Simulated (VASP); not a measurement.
# Re (Im-3m) in VASP: a series of runs

Re is run at these levels: LDA; tasks: single point.

All numbers are computed with VASP 6.6.1; they aren't measurements. Logs are shortened: lines on timing, memory, paths and dates and some standing lists are left out, and cuts for length are marked.

**1. The cell of the first run**

Symmetry: Im-3m, No. 229, cubic system. Conventional cell: a = 3.070 Å, b = 3.070 Å, c = 3.070 Å, α = 90.00°, β = 90.00°, γ = 90.00°. Re (site symmetry m-3m) has 14 Re at 2.66 to 3.07 Å within 3.5 Å.

This isn't the form of Re at room conditions, which is hcp.

**2. Single point, LDA**

INCAR reads:

```
ALGO = Normal
EDIFF = 1E-6
ENCUT = 560
GGA = CA
GGA_COMPAT = False
ISIF = 2
ISMEAR = -1
LASPH = True
LCHARG = False
LREAL = False
LWAVE = False
NBANDS = 14
NELM = 120
PREC = Accurate
SIGMA = 0.1
```

KPOINTS reads:

```
k-points
0
Gamma
  14 14 14
```

POSCAR reads:

```
Re
1.0
   -1.5347531587      1.5347531587      1.5347531587
    1.5347531587     -1.5347531587      1.5347531587
    1.5347531587      1.5347531587     -1.5347531587
Re
1
Direct
    0.0000000000      0.0000000000      0.0000000000
```

Potentials or basis: VASP PAW LDA potentials, release 64 (Re_sv_GW).

Launch:

```bash
$ cat potpaw_LDA.64/Re_sv_GW/POTCAR > POTCAR
$ mpirun -np 1 vasp_std > vasp.out
```

OUTCAR:

```text
EDIFF = 1E-6
   ENCUT = 560
   GGA = CA
   ISIF = 2
   ISMEAR = -1
   LASPH = True
   LREAL = False
   NELM = 120
   PREC = Accurate

 ion  position               nearest neighbor table
   1  0.000  0.000  0.000-

  LATTYP: Found a body centered cubic cell.
 ALAT       =     3.0695063174

  Lattice vectors:

 A1 = (  -1.5347531587,   1.5347531587,   1.5347531587)
 A2 = (   1.5347531587,  -1.5347531587,   1.5347531587)
 A3 = (   1.5347531587,   1.5347531587,  -1.5347531587)

Analysis of symmetry for initial positions (statically):
=====================================================================
 Subroutine PRICEL returns:
 Original cell was already a primitive cell.

 Routine SETGRP: Setting up the symmetry group for a
 body centered cubic supercell.

 Subroutine GETGRP returns: Found 48 space group operations
 (whereof 48 operations were pure point group operations)
 out of a pool of 48 trial point group operations.

The static configuration has the point symmetry O_h .

Analysis of symmetry for dynamics (positions and initial velocities):
=====================================================================
 Subroutine PRICEL returns:
 Original cell was already a primitive cell.

 Routine SETGRP: Setting up the symmetry group for a
 body centered cubic supercell.

 Subroutine GETGRP returns: Found 48 space group operations
 (whereof 48 operations were pure point group operations)
 out of a pool of 48 trial point group operations.

The dynamic configuration has the point symmetry O_h .

 Subroutine INISYM returns: Found 48 space group operations
 (whereof 48 operations are pure point group operations),
 and found     1 'primitive' translations

----------------------------------------------------------------------------------------

                                     Primitive cell

  volume of cell :      14.4602

  direct lattice vectors                    reciprocal lattice vectors
    -1.534753159  1.534753159  1.534753159     0.000000000  0.325785288  0.325785288
     1.534753159 -1.534753159  1.534753159     0.325785288  0.000000000  0.325785288
     1.534753159  1.534753159 -1.534753159     0.325785288  0.325785288  0.000000000

  length of vectors
     2.658270448  2.658270448  2.658270448     0.460729973  0.460729973  0.460729973

  position of ions in fractional coordinates (direct lattice)
     0.000000000  0.000000000  0.000000000

  ion indices of the primitive-cell ions
   primitive index   ion index
                 1           1

----------------------------------------------------------------------------------------

 KPOINTS: k-points

Automatic generation of k-mesh.
 Grid dimensions read from file:
 generate k-points for:   14   14   14

 Generating k-lattice:

  Cartesian coordinates                     Fractional coordinates (reciprocal lattice)
     0.000000000  0.023270378  0.023270378     0.071428571  0.000000000  0.000000000
     0.023270378  0.000000000  0.023270378     0.000000000  0.071428571  0.000000000
     0.023270378  0.023270378  0.000000000     0.000000000  0.000000000  0.071428571

  Length of vectors
     0.032909284  0.032909284  0.032909284

  Shift w.r.t. Gamma in fractional coordinates (k-lattice)
     0.000000000  0.000000000  0.000000000

 Subroutine IBZKPT returns following result:
 ===========================================

 Found    104 irreducible k-points:

 Following reciprocal coordinates:
            Coordinates               Weight
  0.000000  0.000000  0.000000      1.000000
  0.071429  0.000000  0.000000     12.000000
  0.142857  0.000000  0.000000     12.000000
  0.214286  0.000000  0.000000     12.000000
  0.285714  0.000000  0.000000     12.000000
  0.357143  0.000000  0.000000     12.000000
[... 16 lines left out ...]
  0.285714  0.285714  0.000000     24.000000
  0.357143  0.285714  0.000000     24.000000
 [... further k-points ...]
   k-points           NKPTS =    104   k-points in BZ     NKDIM =    104   number of bands    NBANDS=     14
   number of dos      NEDOS =    301   number of ions     NIONS =      1
   total plane-waves  NPLWV =  13824
   dimension x,y,z NGX =    24 NGY =   24 NGZ =   24
   dimension x,y,z NGXF=    48 NGYF=   48 NGZF=   48
   ions per type =               1
   NGX,Y,Z   is equivalent  to a cutoff of  15.01, 15.01, 15.01 a.u.
   NGXF,Y,Z  is equivalent  to a cutoff of  30.02, 30.02, 30.02 a.u.
 SYSTEM =  unknown system
   PREC   = accura    normal or accurate (medium, high low for compatibility)
   ISTART =      0    job   : 0-new  1-cont  2-samecut
   ICHARG =      2    charge: 1-file 2-atom 10-const
   ISPIN  =      1    spin polarized calculation?
   LNONCOLLINEAR =      F non collinear calculations
   LSORBIT =      F    spin-orbit coupling
   LASPH  =      T    aspherical Exc in radial PAW
   ENCUT  =  560.0 eV  41.16 Ry    6.42 a.u.   5.13  5.13  5.13*2*pi/ulx,y,z
   NELM   =    120;   NELMIN=  2; NELMDL= -5     # of ELM steps
   EDIFF  = 0.1E-05   stopping-criterion for ELM
   LREAL  =      F    real-space projection
   EDIFFG = 0.1E-04   stopping-criterion for IOM
   NSW    =      0    number of steps for IOM
   IBRION =     -1    ionic relax: 0-MD 1-quasi-New 2-CG
   NFREE  =      0    steps in history (QN), initial steepest desc. (CG)
   ISIF   =      2    stress and relaxation
   ISYM   =      2    0-nonsym 1-usesym 2-fastsym
   POTIM  = 0.5000    time-step for ionic-motion
   TEBEG  =    0.0;   TEEND  =   0.0 temperature during run
   PSTRESS=    0.0 pullay stress
   NELECT =      15.0000    total number of electrons
   NUPDOWN=      -1.0000    fix difference up-down
   EMIN   =  10.00;   EMAX   =-10.00  energy-range for DOS
   EFERMI =   0.00;   METHOD = LEGACY
   ISMEAR =    -1;   SIGMA  =   0.10  broadening in eV -4-tet -1-fermi 0-gaus
   EFERMI_NEDOS =   21; number of points for ismear=-14 and -15
   IALGO  =     38    algorithm
   IMIX   =      4    mixing-type and parameters
     AMIX     =   0.40;   BMIX     =  1.00
     AMIX_MAG =   1.60;   BMIX_MAG =  1.00
  volume/ion in A,a.u.               =      14.46        97.58
  Fermi-wavevector in a.u.,A,eV,Ry     =   1.657220  3.131691 37.366723  2.746377
  Thomas-Fermi vector in A             =   2.745010
   LORBIT       =      0    0 simple, 1 ext, 2 COOP (PROOUT), +10 PAW based schemes
   GGA     = CA    functional components
   LHFCALC =     F    Hartree Fock is set to
   AEXX    =    0.0000 exact exchange contribution
   IVDW    =     0    specifies the selected vdW correction
   LEPSILON=     F    determine dielectric tensor
   LRPA    =     F    only Hartree local field effects (RPA)
 non-spin polarized calculation
  energy-cutoff  :      560.00
  volume of cell :       14.46
 maximum number of plane-waves:       466
 NGX is ok and might be reduce to    24
   NGX = 11   NGY = 11   NGZ = 11

 number of electron      15.0000001 magnetization

 Free energy of the ion-electron system (eV)
  ---------------------------------------------------
  ext. energy  EPLUGINS =         0.00000000
  ---------------------------------------------------
  free energy    TOTEN  =       -15.06706301 eV

  energy without entropy =      -15.03542685  energy(sigma->0) =      -15.05124493

 E-fermi :  14.0362     XC(G=0): -14.5290

 val. band max:       14.0328066275   @ k =   0.2143   0.2143   0.0000
 cond. band min:      14.0678432594   @ k =  -0.2857   0.5000   0.0714
 fundamental gap:      0.0350366319
 Fermi energy:        14.0361987746

 k-point     1 :       0.0000    0.0000    0.0000
  band No.  band energies     occupation
      1     -66.3800      2.00000
      2     -27.7936      2.00000
      3     -27.7936      2.00000
      4     -27.7936      2.00000
      5       3.2015      2.00000
      6      11.2385      2.00000
      7      11.2385      2.00000
      8      11.2385      2.00000
      9      14.7778      0.00120
     10      14.7778      0.00120
     11      28.7329      0.00000
     12      28.7329      0.00000
     13      28.7329      0.00000
     14      41.7574      0.00000

 k-point     2 :       0.0714    0.0000    0.0000
  band No.  band energies     occupation
      1     -66.3731      2.00000
      2     -27.8636      2.00000
      3     -27.8157      2.00000
      4     -27.7938      2.00000
      5       3.4612      2.00000
      6      11.0933      2.00000
      7      11.2134      2.00000
      8      11.4857      2.00000
      9      14.5588      0.01069
     10      14.7830      0.00114
     11      28.9367      0.00000
     12      29.1603      0.00000
     13      29.3079      0.00000
     14      39.5273      0.00000

 k-point     3 :       0.1429    0.0000    0.0000
  band No.  band energies     occupation
      1     -66.3536      2.00000
      2     -28.0567      2.00000
      3     -27.8771      2.00000
      4     -27.7946      2.00000
      5       4.1876      2.00000
      6      10.7095      2.00000
      7      11.0840      2.00000
      8      12.2130      2.00000
      9      14.1777      0.39091
     10      14.8143      0.00083
     11      29.3533      0.00000
     12      30.3861      0.00000
     13      30.5931      0.00000
     14      37.1069      0.00000
[... 324 lines left out ...]
 k-point    23 :       0.2857    0.2857    0.0000
  band No.  band energies     occupation
      1     -66.2273      2.00000
      2     -28.8563      2.00000
      3     -28.5081      2.00000
      4     -27.9520      2.00000
      5       8.0839      2.00000
      6       9.5287      2.00000
      7      10.6547      2.00000
      8      14.7831      0.00114
      9      15.6497      0.00000
     10      21.8633      0.00000
     11      22.9712      0.00000
     12      26.9385      0.00000
     13      30.8173      0.00000
     14      35.4576      0.00000

 k-point    24 :       0.3571    0.2857    0.0000
  band No.  band energies     occupation
      1     -66.2228      2.00000
      2     -28.8065      2.00000
      3     -28.6057      2.00000
      4     -27.9588      2.00000
      5       8.1584      2.00000
      6       9.7098      2.00000
      7      10.5292      2.00000
      8      15.0426      0.00009
      9      15.6460      0.00000
     10      21.8790      0.00000
     11      23.5146      0.00000
     12      25.7918      0.00000
     13      31.2878      0.00000
     14      36.0871      0.00000

 [... further k-points ...]

------------------------ aborting loop because EDIFF is reached ----------------------------------------

  FORCE on cell =-STRESS in cart. coord.  units (eV):
  Direction    XX          YY          ZZ          XY          YZ          ZX
  --------------------------------------------------------------------------------------
  -------------------------------------------------------------------------------------
  Total        0.0060166      0.0060166      0.0060166      0.0000000      0.0000000      0.0000000
  in kB        0.6666272      0.6666272      0.6666272      0.0000000      0.0000000      0.0000000
  external PRESSURE =       0.6666272 kB  Pullay stress =       0.0000000 kB

 VOLUME and BASIS-vectors are now :
 -----------------------------------------------------------------------------
  energy-cutoff  :      560.00
  volume of cell :       14.46
      direct lattice vectors                 reciprocal lattice vectors
    -1.534753159  1.534753159  1.534753159     0.000000000  0.325785288  0.325785288
     1.534753159 -1.534753159  1.534753159     0.325785288  0.000000000  0.325785288
     1.534753159  1.534753159 -1.534753159     0.325785288  0.325785288  0.000000000

 POSITION                                       TOTAL-FORCE (eV/Angst)
 -----------------------------------------------------------------------------------
      0.00000      0.00000      0.00000         0.000000      0.000000      0.000000
 -----------------------------------------------------------------------------------
    total drift:                                0.000000     -0.000000     -0.000000

  FREE ENERGIE OF THE ION-ELECTRON SYSTEM (eV)
  ---------------------------------------------------
  free  energy   TOTEN  =       -15.0670630114 eV

  energy  without entropy=      -15.0354268515  energy(sigma->0) =      -15.05124493
```

Run time: 16 s. Hardware: 1 thread of Intel Xeon Platinum 8259CL at 2.50GHz (Skylake/Cascade Lake), shared host; peak memory 0.15 GiB.

Results:

```yaml
Free_energy: -15.0671 eV
Pressure: 0.1 GPa
Band_gap_on_the_k_mesh: zero (an odd number of electrons rules out a gap without spin polarisation)
```

Caveat: spin-orbit coupling is left out, which moves the levels of the heavy elements.

**3. Single point, LDA (15.04 Å³/atom)**

This run uses another cell than the first one, of 15.04 Å³/atom.

INCAR reads:

```
PREC = Accurate
ENCUT = 560
EDIFF = 1E-6
ISMEAR = -1
SIGMA = 0.1
LREAL = False
LASPH = True
NELM = 120
ALGO = Normal
ISIF = 2
LWAVE = False
LCHARG = False
GGA = CA
NBANDS = 14
GGA_COMPAT = False
```

KPOINTS reads:

```
Automatic mesh
0
Gamma
  16 16 16
```

POSCAR reads:

```
Re
1.0
   -1.5549495953      1.5549495953      1.5549495953
    1.5549495953     -1.5549495953      1.5549495953
    1.5549495953      1.5549495953     -1.5549495953
Re
1
Direct
    0.0000000000      0.0000000000      0.0000000000
```

Potentials or basis: VASP PAW LDA potentials, release 64 (Re_sv_GW).

Launch:

```bash
$ cat potpaw_LDA.64/Re_sv_GW/POTCAR > POTCAR
$ mpirun -np 1 vasp_std > vasp.out
```

It took 30 s on 1 thread of AMD EPYC 7R13 (Zen 3), shared host; peak memory 0.13 GiB.

The run converged. Its results:

* Free energy: -15.0401 eV
* Pressure: -13.9 GPa
* Band gap on the k mesh: zero (an odd number of electrons rules out a gap without spin polarisation)

Levels at points of the mesh, in eV from the Fermi level:
| k point | band 3 | band 4 | band 5 | band 6 | band 7 | band 8 | band 9 | band 10 | band 11 | band 12 |
| --- | --- | --- | --- | --- | --- | --- | --- | --- | --- | --- |
| (0.00, 0.00, 0.00) | -41.81 | -41.81 | -10.48 | -2.59 | -2.59 | -2.59 | 0.76 | 0.76 | 14.73 | 14.73 |
| (0.50, 0.00, 0.00) | -42.19 | -41.81 | -7.28 | -4.79 | 0.12 | 0.65 | 1.51 | 4.45 | 9.84 | 11.54 |
| (0.50, 0.50, 0.50) | -42.63 | -42.63 | -6.90 | -6.90 | 3.53 | 3.53 | 3.53 | 7.88 | 7.88 | 7.88 |

Caveat: the cell stands under tension; spin-orbit coupling is left out, which moves the levels of the heavy elements.

The gap in the log of VASP goes by the Fermi energy; the results here count the filled bands.